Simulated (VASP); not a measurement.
**Ni3Ge: single point with LDA**

Crystal: Ni3Ge.

```xyz
4
Lattice="3.2654 0.0000 0.0000 0.0000 3.2654 0.0000 0.0000 0.0000 3.2654" Properties=species:S:1:pos:R:3 pbc="T T T"
Ni    1.6327    0.0000    1.6327
Ni    0.0000    1.6327    1.6327
Ni    1.6327    1.6327    0.0000
Ge    0.0000    0.0000    0.0000
```

```
Program                : VASP 6.6.1
Task                   : single point
Functional             : LDA
Potentials or basis    : VASP PAW LDA potentials, release 64 (Ni, Ge_d)
Cutoff                 : 520 eV
k mesh                 : 12 × 12 × 12
Occupations            : gaussian, width 0.15 eV
Spin                   : collinear spin, ferromagnetic start
Starting moments       : [1.0, 1.0, 1.0, 0.0] μB
Fixed moment           : 3 μB
Dipole correction      : no
Further INCAR settings : ALGO = Normal; EDIFF = 1e-07; NBANDS = 34
```

| Quantity | Value |
| --- | --- |
| Pressure | 90.8 GPa |
| Net moment | 3.00 μB per cell |
| Site moments | Ni +0.91; Ge +0.22 μB |
| Valence electrons inside the program's atomic spheres | Ni 10.02; Ge 13.03 |

It took 2.8 min on 1 thread of Oxide Virtual Turin-like Processor, with other jobs on the host, peak memory 0.21 GiB.

Caveat: the cell stands under pressure; the total moment is fixed, so each spin has its own Fermi level and the state may be an excited one.
